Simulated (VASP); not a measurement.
# NaH (I4/mmm) in VASP: a series of runs

Runs on NaH. Level: PBE. Tasks: single point.

Program: VASP 6.6.1. These are calculated values, not measurements. Logs are shortened: lines on timing, memory, paths and dates and some standing lists are left out, and cuts for length are marked.

## Step 1: The cell of the first run

It takes space group I4/mmm (No. 139, tetragonal). Conventional cell: a = 3.278 Å, b = 3.278 Å, c = 5.124 Å, α = 90.00°, β = 90.00°, γ = 90.00°. Na (site symmetry 4/mmm) has 6 H at 2.32 to 2.56 Å within 3.1 Å. Within 3.1 Å of H (site symmetry 4/mmm) lie 6 Na at 2.32 to 2.56 Å.

## Step 2: Single point, PBE (strain -0.050 along x and y, +0.050 along z)

INCAR

```
SYSTEM = NaH
  ALGO = Normal
  EDIFF = 1E-7
  ENCUT = 520
  GGA = PE
  ISIF = 2
  ISMEAR = 0
  LASPH = .TRUE.
  LCHARG = .FALSE.
  LREAL = .FALSE.
  LWAVE = .FALSE.
  NBANDS = 11
  NELM = 80
  PREC = Accurate
  SIGMA = 0.05
```

KPOINTS

```
k-points
0
G
  8 8 8
  0 0 0
```

POSCAR

```
NaH
1.0
    0.0000000000      2.3180000000      2.5620000000
    2.3180000000      0.0000000000      2.5620000000
    2.3180000000      2.3180000000      0.0000000000
Na H
1 1
Direct
    0.0000000000      0.0000000000      0.0000000000
    0.5000000000      0.5000000000      0.5000000000
```

Potentials or basis: VASP PAW PBE potentials, release 64 (Na_pv, H).

On the command line:

```bash
$ cat potpaw_PBE.64/Na_pv/POTCAR potpaw_PBE.64/H/POTCAR > POTCAR
$ mpirun -np 1 vasp_std > vasp.out
```

OUTCAR:

```text
SYSTEM = NaH
   EDIFF = 1E-7
   ENCUT = 520
   GGA = PE
   ISIF = 2
   ISMEAR = 0
   LASPH = .TRUE.
   LREAL = .FALSE.
   NELM = 80
   PREC = Accurate

 ion  position               nearest neighbor table
   1  0.000  0.000  0.000-
   2  0.500  0.500  0.500-

  LATTYP: Found a body centered tetragonal cell.
 ALAT       =     3.2781470376
 C/A-ratio  =     1.5630781479

  Lattice vectors:

 A1 = (  -2.3180000000,   0.0000000000,   2.5620000000)
 A2 = (   2.3180000000,   0.0000000000,   2.5620000000)
 A3 = (   0.0000000000,   2.3180000000,  -2.5620000000)

Analysis of symmetry for initial positions (statically):
=====================================================================
 Subroutine PRICEL returns:
 Original cell was already a primitive cell.

 Routine SETGRP: Setting up the symmetry group for a
 body centered tetragonal supercell.

 Subroutine GETGRP returns: Found 16 space group operations
 (whereof 16 operations were pure point group operations)
 out of a pool of 16 trial point group operations.

The static configuration has the point symmetry D_4h.

Analysis of symmetry for dynamics (positions and initial velocities):
=====================================================================
 Subroutine PRICEL returns:
 Original cell was already a primitive cell.

 Routine SETGRP: Setting up the symmetry group for a
 body centered tetragonal supercell.

 Subroutine GETGRP returns: Found 16 space group operations
 (whereof 16 operations were pure point group operations)
 out of a pool of 16 trial point group operations.

The dynamic configuration has the point symmetry D_4h.

 Subroutine INISYM returns: Found 16 space group operations
 (whereof 16 operations are pure point group operations),
 and found     1 'primitive' translations

----------------------------------------------------------------------------------------

                                     Primitive cell

  volume of cell :      27.5319

  direct lattice vectors                    reciprocal lattice vectors
     0.000000000  2.318000000  2.562000000    -0.215703192  0.215703192  0.195160031
     2.318000000  0.000000000  2.562000000     0.215703192 -0.215703192  0.195160031
     2.318000000  2.318000000  0.000000000     0.215703192  0.215703192 -0.195160031

  length of vectors
     3.454991751  3.454991751  3.278147038     0.362136952  0.362136952  0.362136952

  position of ions in fractional coordinates (direct lattice)
     0.000000000  0.000000000  0.000000000
     0.500000000  0.500000000  0.500000000

  ion indices of the primitive-cell ions
   primitive index   ion index
                 1           1
                 2           2

----------------------------------------------------------------------------------------

 KPOINTS: k-points

Automatic generation of k-mesh.
 Grid dimensions read from file:
 generate k-points for:    8    8    8

 Generating k-lattice:

  Cartesian coordinates                     Fractional coordinates (reciprocal lattice)
    -0.026962899  0.026962899  0.024395004     0.125000000  0.000000000  0.000000000
     0.026962899 -0.026962899  0.024395004     0.000000000  0.125000000  0.000000000
     0.026962899  0.026962899 -0.024395004    -0.000000000 -0.000000000  0.125000000

  Length of vectors
     0.045267119  0.045267119  0.045267119

  Shift w.r.t. Gamma in fractional coordinates (k-lattice)
     0.000000000  0.000000000  0.000000000

 Subroutine IBZKPT returns following result:
 ===========================================

 Found     59 irreducible k-points:

 Following reciprocal coordinates:
            Coordinates               Weight
  0.000000  0.000000  0.000000      1.000000
  0.125000  0.000000  0.000000      8.000000
  0.250000  0.000000  0.000000      8.000000
  0.375000  0.000000  0.000000      8.000000
  0.500000  0.000000  0.000000      4.000000
  0.125000  0.125000  0.000000      2.000000
[... 16 lines left out ...]
  0.250000  0.000000  0.125000     16.000000
  0.375000  0.000000  0.125000     16.000000
 [... further k-points ...]
   k-points           NKPTS =     59   k-points in BZ     NKDIM =     59   number of bands    NBANDS=     11
   number of dos      NEDOS =    301   number of ions     NIONS =      2
   total plane-waves  NPLWV =  18816
   dimension x,y,z NGX =    28 NGY =   28 NGZ =   24
   dimension x,y,z NGXF=    56 NGYF=   56 NGZF=   48
   ions per type =               1   1
   NGX,Y,Z   is equivalent  to a cutoff of  13.47, 13.47, 12.17 a.u.
   NGXF,Y,Z  is equivalent  to a cutoff of  26.95, 26.95, 24.34 a.u.
 SYSTEM =  NaH
   PREC   = accura    normal or accurate (medium, high low for compatibility)
   ISTART =      0    job   : 0-new  1-cont  2-samecut
   ICHARG =      2    charge: 1-file 2-atom 10-const
   ISPIN  =      1    spin polarized calculation?
   LNONCOLLINEAR =      F non collinear calculations
   LSORBIT =      F    spin-orbit coupling
   LASPH  =      T    aspherical Exc in radial PAW
   ENCUT  =  520.0 eV  38.22 Ry    6.18 a.u.   6.42  6.42  6.10*2*pi/ulx,y,z
   NELM   =     80;   NELMIN=  2; NELMDL= -5     # of ELM steps
   EDIFF  = 0.1E-06   stopping-criterion for ELM
   LREAL  =      F    real-space projection
   EDIFFG = 0.1E-05   stopping-criterion for IOM
   NSW    =      0    number of steps for IOM
   IBRION =     -1    ionic relax: 0-MD 1-quasi-New 2-CG
   NFREE  =      0    steps in history (QN), initial steepest desc. (CG)
   ISIF   =      2    stress and relaxation
   ISYM   =      2    0-nonsym 1-usesym 2-fastsym
   POTIM  = 0.5000    time-step for ionic-motion
   TEBEG  =    0.0;   TEEND  =   0.0 temperature during run
   PSTRESS=    0.0 pullay stress
   NELECT =       8.0000    total number of electrons
   NUPDOWN=      -1.0000    fix difference up-down
   EMIN   =  10.00;   EMAX   =-10.00  energy-range for DOS
   EFERMI =   0.00;   METHOD = LEGACY
   ISMEAR =     0;   SIGMA  =   0.05  broadening in eV -4-tet -1-fermi 0-gaus
   EFERMI_NEDOS =   21; number of points for ismear=-14 and -15
   IALGO  =     38    algorithm
   IMIX   =      4    mixing-type and parameters
     AMIX     =   0.40;   BMIX     =  1.00
     AMIX_MAG =   1.60;   BMIX_MAG =  1.00
  volume/ion in A,a.u.               =      13.77        92.90
  Fermi-wavevector in a.u.,A,eV,Ry     =   1.084325  2.049077 15.997198  1.175761
  Thomas-Fermi vector in A             =   2.220412
   LORBIT       =      0    0 simple, 1 ext, 2 COOP (PROOUT), +10 PAW based schemes
   GGA     = PE    functional components
   LHFCALC =     F    Hartree Fock is set to
   AEXX    =    0.0000 exact exchange contribution
   IVDW    =     0    specifies the selected vdW correction
   LEPSILON=     F    determine dielectric tensor
   LRPA    =     F    only Hartree local field effects (RPA)
 non-spin polarized calculation
 Gauss-broadening in eV      SIGMA  =   0.05
  energy-cutoff  :      520.00
  volume of cell :       27.53
 maximum number of plane-waves:       756
 NGX is ok and might be reduce to    28
   NGX = 13   NGY = 13   NGZ = 13

 number of electron       7.9999997 magnetization

 Free energy of the ion-electron system (eV)
  ---------------------------------------------------
  ext. energy  EPLUGINS =         0.00000000
  ---------------------------------------------------
  free energy    TOTEN  =        -5.06723039 eV

  energy without entropy =       -5.06723039  energy(sigma->0) =       -5.06723039

 E-fermi :  -0.6380     XC(G=0):  -7.8413

 val. band max:       -0.9434089872   @ k =  -0.2500   0.2500   0.5000
 cond. band min:       2.7981364401   @ k =   0.5000   0.0000   0.0000
 fundamental gap:      3.7415454272
 Fermi energy:        -0.6380127359

 k-point     1 :       0.0000    0.0000    0.0000
  band No.  band energies     occupation
      1     -23.1053      2.00000
      2     -23.0678      2.00000
      3     -23.0678      2.00000
      4      -4.7182      2.00000
      5       9.4302      0.00000
      6      14.4845      0.00000
      7      15.0223      0.00000
      8      15.0223      0.00000
      9      15.5789      0.00000
     10      15.7737      0.00000
     11      15.7737      0.00000

 k-point     2 :       0.1250    0.0000    0.0000
  band No.  band energies     occupation
      1     -23.1114      2.00000
      2     -23.0799      2.00000
      3     -23.0686      2.00000
      4      -4.4432      2.00000
      5       8.5748      0.00000
      6      12.1507      0.00000
      7      13.6661      0.00000
      8      14.3401      0.00000
      9      16.3648      0.00000
     10      16.7593      0.00000
     11      16.8352      0.00000

 k-point     3 :       0.2500    0.0000    0.0000
  band No.  band energies     occupation
      1     -23.1361      2.00000
      2     -23.0990      2.00000
      3     -23.0704      2.00000
      4      -3.6623      2.00000
      5       6.2930      0.00000
      6      10.5853      0.00000
      7      12.6128      0.00000
      8      13.7233      0.00000
      9      15.7838      0.00000
     10      17.4926      0.00000
     11      18.1394      0.00000

 k-point     4 :       0.3750    0.0000    0.0000
  band No.  band energies     occupation
      1     -23.1692      2.00000
      2     -23.1091      2.00000
      3     -23.0723      2.00000
      4      -2.5696      2.00000
      5       3.9298      0.00000
      6       9.9454      0.00000
      7      11.9362      0.00000
      8      13.3942      0.00000
      9      15.2058      0.00000
     10      16.8884      0.00000
     11      18.5136      0.00000

 k-point     5 :       0.5000    0.0000    0.0000
  band No.  band energies     occupation
      1     -23.1837      2.00000
      2     -23.1124      2.00000
      3     -23.0731      2.00000
      4      -1.8914      2.00000
      5       2.7981      0.00000
      6       9.7610      0.00000
      7      11.7021      0.00000
      8      13.2964      0.00000
      9      15.0236      0.00000
     10      16.5717      0.00000
     11      18.3510      0.00000
[... 211 lines left out ...]
 k-point    21 :       0.5000    0.5000    0.0000
  band No.  band energies     occupation
      1     -23.1901      2.00000
      2     -23.0922      2.00000
      3     -23.0922      2.00000
      4      -1.5821      2.00000
      5       2.9237      0.00000
      6       9.7926      0.00000
      7      10.6785      0.00000
      8      10.6785      0.00000
      9      11.3927      0.00000
     10      22.4672      0.00000
     11      25.4354      0.00000

 k-point    22 :       0.1250    0.0000    0.1250
  band No.  band energies     occupation
      1     -23.1092      2.00000
      2     -23.0839      2.00000
      3     -23.0755      2.00000
      4      -4.3291      2.00000
      5       8.5445      0.00000
      6      12.4809      0.00000
      7      12.7042      0.00000
      8      12.7161      0.00000
      9      15.9774      0.00000
     10      18.5364      0.00000
     11      18.5752      0.00000

 k-point    23 :       0.2500    0.0000    0.1250
  band No.  band energies     occupation
      1     -23.1240      2.00000
      2     -23.1041      2.00000
      3     -23.0783      2.00000
      4      -3.7015      2.00000
      5       7.0205      0.00000
      6      10.1592      0.00000
      7      11.7196      0.00000
      8      13.9090      0.00000
      9      15.0697      0.00000
     10      17.8659      0.00000
     11      18.6372      0.00000

 k-point    24 :       0.3750    0.0000    0.1250
  band No.  band energies     occupation
      1     -23.1571      2.00000
      2     -23.1130      2.00000
      3     -23.0806      2.00000
      4      -2.6979      2.00000
      5       4.7531      0.00000
      6       9.0096      0.00000
      7      11.3211      0.00000
      8      13.7401      0.00000
      9      15.1952      0.00000
     10      17.6015      0.00000
     11      18.3906      0.00000

 [... further k-points ...]
[... 5 lines left out ...]
  --------------------------------------------------------------------------------------
  -------------------------------------------------------------------------------------
  Total        0.3490502      0.3490502     -0.2088944      0.0000000     -0.0000000      0.0000000
  in kB       20.3124601     20.3124601    -12.1562996      0.0000000     -0.0000000      0.0000000
  external PRESSURE =       9.4895402 kB  Pullay stress =       0.0000000 kB

 VOLUME and BASIS-vectors are now :
 -----------------------------------------------------------------------------
  energy-cutoff  :      520.00
  volume of cell :       27.53
      direct lattice vectors                 reciprocal lattice vectors
     0.000000000  2.318000000  2.562000000    -0.215703192  0.215703192  0.195160031
     2.318000000  0.000000000  2.562000000     0.215703192 -0.215703192  0.195160031
     2.318000000  2.318000000  0.000000000     0.215703192  0.215703192 -0.195160031

 POSITION                                       TOTAL-FORCE (eV/Angst)
 -----------------------------------------------------------------------------------
      0.00000      0.00000      0.00000        -0.000000      0.000000      0.000000
      2.31800      2.31800      2.56200         0.000000     -0.000000     -0.000000
 -----------------------------------------------------------------------------------
    total drift:                               -0.000000      0.000000      0.000000

  FREE ENERGIE OF THE ION-ELECTRON SYSTEM (eV)
  ---------------------------------------------------
  free  energy   TOTEN  =        -5.0672303943 eV

  energy  without entropy=       -5.0672303943  energy(sigma->0) =       -5.06723039
```

It took 9.5 s on 1 thread of Intel Xeon 6975P-C, shared host; peak memory 0.15 GiB.

What came out:

```
Free energy            : -5.0672 eV
Pressure               : 0.9 GPa
Band gap on the k mesh : 3.74 eV, indirect (least direct gap 4.51 eV)
```

Caveat: the cell differs from its parent crystal (strain -0.050 along x and y, +0.050 along z). A k mesh can miss the band edges.

(Continued in part 2 of 2.)
